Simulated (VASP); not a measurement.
The system is MgB2.

```xyz
3
Lattice="3.0850 0.0000 0.0000 -1.5425 2.6717 0.0000 0.0000 0.0000 3.5230" Properties=species:S:1:pos:R:3 pbc="T T T"
Mg    0.0000    0.0000    0.0000
B     0.0000    1.7811    1.7615
B     1.5425    0.8906    1.7615
```

| Item | Value |
| --- | --- |
| Program | VASP 6.6.1 |
| Task | relaxation of cell and atoms |
| Functional | PBEsol |
| Potentials or basis | VASP PAW PBE potentials, release 64 (Mg, B) |
| Cutoff | 600 eV |
| k mesh | 12 × 12 × 9 |
| Occupations | fermi-dirac, width 0.1 eV |
| Spin | no spin polarisation |

At the start: pressure -3.2 GPa; volume 9.68 Å³/atom.

Task: Where does the relaxation end?

Result: Over 5 steps the energy falls by 2.1 meV/atom and the volume is 9.47 Å³/atom (-2.2 %); space group P6/mmm (No. 191, to 0.05 Å).

Step by step:
| step | energy change (eV) | largest force (eV/Å) | pressure (GPa) | volume (Å³) |
| --- | --- | --- | --- | --- |
| 1 | 0.0000 | 0.0000 | -3.16 | 29.04 |
| 2 | -0.0051 | 0.0000 | 1.15 | 28.24 |
| 3 | -0.0059 | 0.0000 | -0.03 | 28.45 |
| 4 | -0.0062 | 0.0000 | 0.00 | 28.42 |
| 5 | -0.0062 | 0.0000 | 0.01 | 28.41 |

Final structure:
```cif
data_structure
_symmetry_space_group_name_H-M 'P 1'
_symmetry_Int_Tables_number 1
_cell_length_a 3.0659
_cell_length_b 3.0659
_cell_length_c 3.4903
_cell_angle_alpha 90.000
_cell_angle_beta 90.000
_cell_angle_gamma 120.000
_cell_volume 28.41
loop_
_atom_site_label
_atom_site_type_symbol
_atom_site_fract_x
_atom_site_fract_y
_atom_site_fract_z
_atom_site_occupancy
Mg1 Mg 0.00000 0.00000 0.00000 1
B1 B 0.33333 0.66667 0.50000 1
B2 B 0.66667 0.33333 0.50000 1
```

Caveat: the PAW data sets were made with another functional, which shifts forces and pressure a little.
